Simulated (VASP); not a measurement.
# Au (Cmcm) in VASP: single point with r2SCAN

Aim: the single point of Au with r2SCAN.

Everything below comes from runs of VASP 6.6.1. Logs are shortened: lines on timing, memory, paths and dates and some standing lists are left out, and cuts for length are marked.

## 1. The cell of the first run

The structure is orthorhombic, space group Cmcm (No. 63). The conventional cell has a = 3.275 Å, b = 4.632 Å, c = 4.632 Å, α = 90.00°, β = 90.00°, γ = 90.00°. Within 3.7 Å of Au (site symmetry m2m) lie 14 Au at 2.84 to 3.35 Å.

## 2. Single point, r2SCAN

Input file POSCAR:

```
Au
1.0
   -1.6376879824      1.6376879824      1.6376879824
    1.6376879824     -1.6376879824      1.6376879824
    3.2753759647      3.2753759647      0.0000000000
Au
2
Direct
    0.0107942842     -0.0107942842      0.0000000000
    0.4892057158      0.5107942842      0.5000000000
```

Input file INCAR.step1:

```
PREC     = Accurate       # precision mode
ENCUT    = 550            # plane-wave cutoff, eV
ISMEAR   = 0              # smearing method
SIGMA    = 0.15           # smearing width, eV
LREAL    = False          # projectors in reciprocal space
LASPH    = True           # aspherical terms in the spheres
NELM     = 120            # most SCF steps
NBANDS   = 18             # bands
GGA      = PE             # functional
ALGO     = Normal         # electronic algorithm
EDIFF    = 1E-5           # SCF threshold, eV
LWAVE    = True           # write WAVECAR
LCHARG   = False          # write CHGCAR
GGA_COMPAT= False
```

Input file INCAR.step2:

```
PREC     = Accurate       # precision mode
ENCUT    = 550            # plane-wave cutoff, eV
EDIFF    = 1E-6           # SCF threshold, eV
ISMEAR   = 0              # smearing method
SIGMA    = 0.15           # smearing width, eV
LREAL    = False          # projectors in reciprocal space
LASPH    = True           # aspherical terms in the spheres
NELM     = 120            # most SCF steps
ALGO     = Normal         # electronic algorithm
ISIF     = 2              # what is computed and relaxed
LWAVE    = False          # write WAVECAR
LCHARG   = False          # write CHGCAR
METAGGA  = R2SCAN         # meta-GGA
LMIXTAU  = True         
NBANDS   = 18             # bands
ISTART   = 1            
GGA_COMPAT= False
```

Input file KPOINTS:

```
regular mesh
0
Gamma
  22 22 14
```

Potentials or basis: VASP PAW PBE potentials, release 64 (Au).

Launch:

```
$ cat potpaw_PBE.64/Au/POTCAR > POTCAR
$ cp INCAR.step1 INCAR
$ mpirun -np 1 vasp_std > vasp.out
$ cp INCAR.step2 INCAR
$ mpirun -np 1 vasp_std > vasp.out
```

OUTCAR:

```text
PREC = Accurate
   ENCUT = 550
   EDIFF = 1E-6
   ISMEAR = 0
   LREAL = False
   LASPH = True
   NELM = 120
   ISIF = 2
   METAGGA = R2SCAN
   ISTART = 1

 ion  position               nearest neighbor table
   1  0.011  0.989  0.000-   2 2.84   2 2.84   2 2.84   2 2.84   2 3.21   2 3.21   2 3.35   2 3.35

   2  0.489  0.511  0.500-   1 2.84   1 2.84   1 2.84   1 2.84   1 3.21   1 3.21   1 3.35   1 3.35

  LATTYP: Found a base centered orthorhombic cell.
 ALAT       =     3.2753759648
 B/A-ratio  =     1.4142135624
 C/A-ratio  =     1.4142135623

  Lattice vectors:

 A1 = (  -1.6376879824,   1.6376879824,   1.6376879824)
 A2 = (   1.6376879824,  -1.6376879824,   1.6376879824)
 A3 = (   3.2753759647,   3.2753759647,   0.0000000000)

Analysis of symmetry for initial positions (statically):
=====================================================================
 Subroutine PRICEL returns:
 Original cell was already a primitive cell.

 Routine SETGRP: Setting up the symmetry group for a
 base centered orthorhombic supercell.

 Subroutine GETGRP returns: Found  8 space group operations
 (whereof  4 operations were pure point group operations)
 out of a pool of  8 trial point group operations.

The static configuration has the point symmetry C_2v.
 The point group associated with its full space group is D_2h.

Analysis of symmetry for dynamics (positions and initial velocities):
=====================================================================
 Subroutine PRICEL returns:
 Original cell was already a primitive cell.

 Routine SETGRP: Setting up the symmetry group for a
 base centered orthorhombic supercell.

 Subroutine GETGRP returns: Found  8 space group operations
 (whereof  4 operations were pure point group operations)
 out of a pool of  8 trial point group operations.

The dynamic configuration has the point symmetry C_2v.
 The point group associated with its full space group is D_2h.

 Subroutine INISYM returns: Found  8 space group operations
 (whereof  4 operations are pure point group operations),
 and found     1 'primitive' translations

----------------------------------------------------------------------------------------

                                     Primitive cell

  volume of cell :      35.1385

  direct lattice vectors                    reciprocal lattice vectors
[... 78 lines left out ...]
   PREC   = accura    normal or accurate (medium, high low for compatibility)
   ISTART =      1    job   : 0-new  1-cont  2-samecut
   ICHARG =      0    charge: 1-file 2-atom 10-const
   ISPIN  =      1    spin polarized calculation?
   LNONCOLLINEAR =      F non collinear calculations
   LSORBIT =      F    spin-orbit coupling
   LASPH  =      T    aspherical Exc in radial PAW
   ENCUT  =  550.0 eV  40.42 Ry    6.36 a.u.   5.42  5.42  8.86*2*pi/ulx,y,z
   NELM   =    120;   NELMIN=  2; NELMDL=  0     # of ELM steps
   EDIFF  = 0.1E-05   stopping-criterion for ELM
   LREAL  =      F    real-space projection
   EDIFFG = 0.1E-04   stopping-criterion for IOM
   NSW    =      0    number of steps for IOM
   IBRION =     -1    ionic relax: 0-MD 1-quasi-New 2-CG
   NFREE  =      0    steps in history (QN), initial steepest desc. (CG)
   ISIF   =      2    stress and relaxation
   ISYM   =      2    0-nonsym 1-usesym 2-fastsym
   POTIM  = 0.5000    time-step for ionic-motion
   TEBEG  =    0.0;   TEEND  =   0.0 temperature during run
   PSTRESS=    0.0 pullay stress
   NELECT =      22.0000    total number of electrons
   NUPDOWN=      -1.0000    fix difference up-down
   EMIN   =  10.00;   EMAX   =-10.00  energy-range for DOS
   EFERMI =   0.00;   METHOD = LEGACY
   ISMEAR =     0;   SIGMA  =   0.15  broadening in eV -4-tet -1-fermi 0-gaus
   EFERMI_NEDOS =   21; number of points for ismear=-14 and -15
   IALGO  =     38    algorithm
   IMIX   =      4    mixing-type and parameters
     AMIX     =   0.40;   BMIX     =  1.00
     AMIX_MAG =   1.60;   BMIX_MAG =  1.00
  volume/ion in A,a.u.               =      17.57       118.56
  Fermi-wavevector in a.u.,A,eV,Ry     =   1.400515  2.646590 26.687059  1.961443
  Thomas-Fermi vector in A             =   2.523468
   LORBIT       =      0    0 simple, 1 ext, 2 COOP (PROOUT), +10 PAW based schemes
   METAGGA = R2SCAN    functional components
   LHFCALC =     F    Hartree Fock is set to
   AEXX    =    0.0000 exact exchange contribution
   IVDW    =     0    specifies the selected vdW correction
   LEPSILON=     F    determine dielectric tensor
   LRPA    =     F    only Hartree local field effects (RPA)
 non-spin polarized calculation
 Gauss-broadening in eV      SIGMA  =   0.15
  energy-cutoff  :      550.00
  volume of cell :       35.14
 maximum number of plane-waves:      1058
 NGX is ok and might be reduce to    24
   NGX = 11   NGY = 11   NGZ = 17

 number of electron      22.0000003 magnetization

 Free energy of the ion-electron system (eV)
  ---------------------------------------------------
  ext. energy  EPLUGINS =         0.00000000
  ---------------------------------------------------
  free energy    TOTEN  =      -101.15207212 eV

  energy without entropy =     -101.14646916  energy(sigma->0) =     -101.14927064

 E-fermi :   8.8606     XC(G=0): -13.4077

 val. band max:        8.8539099594   @ k =  -0.3182   0.2273   0.2857
 cond. band min:       8.8657550398   @ k =   0.2727   0.1364   0.4286
 fundamental gap:      0.0118450804
 Fermi energy:         8.8606297729

 k-point     1 :       0.0000    0.0000    0.0000
  band No.  band energies     occupation
      1      -0.9141      2.00000
      2       1.5894      2.00000
      3       2.8017      2.00000
      4       3.8490      2.00000
      5       3.8732      2.00000
      6       3.8763      2.00000
[... 481 lines left out ...]
      5       3.7042      2.00000
      6       4.0859      2.00000
[... 10 lines left out ...]
     17      22.7878      0.00000
     18      25.0806      0.00000

 [... further k-points ...]
[... 5 lines left out ...]
  --------------------------------------------------------------------------------------
  -------------------------------------------------------------------------------------
  Total        0.1297795      0.1297795      0.1378723      0.0735520      0.0000000     -0.0000000
  in kB        5.9174311      5.9174311      6.2864323      3.3536804      0.0000000     -0.0000000
  external PRESSURE =       6.0404315 kB  Pullay stress =       0.0000000 kB

 VOLUME and BASIS-vectors are now :
 -----------------------------------------------------------------------------
  energy-cutoff  :      550.00
  volume of cell :       35.14
      direct lattice vectors                 reciprocal lattice vectors
    -1.637687982  1.637687982  1.637687982    -0.152654231  0.152654231  0.305308463
     1.637687982 -1.637687982  1.637687982     0.152654231 -0.152654231  0.305308463
     3.275375965  3.275375965  0.000000000     0.152654231  0.152654231  0.000000000

 POSITION                                       TOTAL-FORCE (eV/Angst)
 -----------------------------------------------------------------------------------
      1.60233     -1.60233      1.63769         0.000257     -0.000257      0.000000
      1.67304      1.60233      1.63769        -0.000257      0.000257      0.000000
 -----------------------------------------------------------------------------------
    total drift:                               -0.000000     -0.000000      0.000000

  FREE ENERGIE OF THE ION-ELECTRON SYSTEM (eV)
  ---------------------------------------------------
  free  energy   TOTEN  =      -101.1520721242 eV

  energy  without entropy=     -101.1464691553  energy(sigma->0) =     -101.14927064
```

OUTCAR.step1:

```text
PREC = Accurate
   ENCUT = 550
   ISMEAR = 0
   LREAL = False
   LASPH = True
[... 731 lines left out ...]
      1.60233     -1.60233      1.63769         0.001224     -0.001224      0.000000
      1.67304      1.60233      1.63769        -0.001224      0.001224      0.000000
 -----------------------------------------------------------------------------------
    total drift:                               -0.000000     -0.000000      0.000000

  FREE ENERGIE OF THE ION-ELECTRON SYSTEM (eV)
  ---------------------------------------------------
  free  energy   TOTEN  =        -6.3943907005 eV

  energy  without entropy=       -6.3884889056  energy(sigma->0) =       -6.39143980
```

OSZICAR.step1:

```text
N       E                     dE             d eps       ncg     rms          rms(c)
DAV:   1     0.128707392183E+03    0.12871E+03   -0.11915E+04 39056   0.122E+03
DAV:   2    -0.468873548374E+01   -0.13340E+03   -0.12662E+03 40800   0.266E+02
DAV:   3    -0.693429865025E+01   -0.22456E+01   -0.22332E+01 44284   0.349E+01
DAV:   4    -0.694477507253E+01   -0.10476E-01   -0.10475E-01 41088   0.255E+00
DAV:   5    -0.694487008878E+01   -0.95016E-04   -0.95014E-04 41686   0.257E-01    0.117E+01
DAV:   6    -0.643261729265E+01    0.51225E+00   -0.10355E+00 39064   0.900E+00    0.762E+00
DAV:   7    -0.639839877102E+01    0.34219E-01   -0.10251E-01 41264   0.282E+00    0.340E+00
DAV:   8    -0.639440436123E+01    0.39944E-02   -0.70920E-03 40332   0.668E-01    0.356E-01
DAV:   9    -0.639437569151E+01    0.28670E-04   -0.32134E-05 41930   0.472E-02    0.249E-02
DAV:  10    -0.639439106188E+01   -0.15370E-04   -0.68014E-06 31014   0.258E-02    0.695E-03
DAV:  11    -0.639439070049E+01    0.36139E-06   -0.29597E-07 19880   0.482E-03
   1 F= -.63943907E+01 E0= -.63914398E+01  d E =-.590179E-02
```

Wall time 37 min (1 thread of Intel Xeon 8259CL, shared host); peak memory 0.66 GiB.

What came out:

* Free energy: -101.1521 eV
* Pressure: 0.6 GPa
* Band gap on the k mesh: zero (bands 11 and 12 overlap by 6.88 eV)

Stress tensor (GPa, compression positive):
```
0.59 0.34 0.00
0.34 0.59 0.00
0.00 0.00 0.63
```

Levels at points of the mesh, in eV from the Fermi level:
| k point | band 8 | band 9 | band 10 | band 11 | band 12 | band 13 | band 14 | band 15 |
| --- | --- | --- | --- | --- | --- | --- | --- | --- |
| (0.00, 0.00, 0.00) | -3.14 | -3.12 | -2.92 | -1.60 | -0.36 | 3.49 | 13.08 | 14.31 |
| (0.50, 0.00, 0.00) | -3.10 | -2.85 | -2.80 | 0.41 | 0.50 | 6.71 | 6.88 | 9.36 |
| (0.50, 0.50, 0.00) | -1.96 | -1.95 | -1.59 | -0.31 | 3.47 | 6.60 | 6.62 | 6.66 |
| (0.00, 0.00, 0.50) | -3.51 | -3.48 | -3.48 | -3.00 | -3.00 | 12.48 | 12.48 | 15.64 |
| (0.50, 0.00, 0.50) | -2.94 | -1.60 | -1.60 | -0.34 | -0.34 | 3.49 | 3.49 | 13.10 |
| (0.50, 0.50, 0.50) | -3.72 | -1.77 | -1.77 | 3.44 | 3.44 | 4.02 | 4.02 | 10.42 |

Caveat: the PAW data sets were made with another functional, which shifts forces and pressure a little; spin-orbit coupling is left out, which moves the levels of the heavy elements.
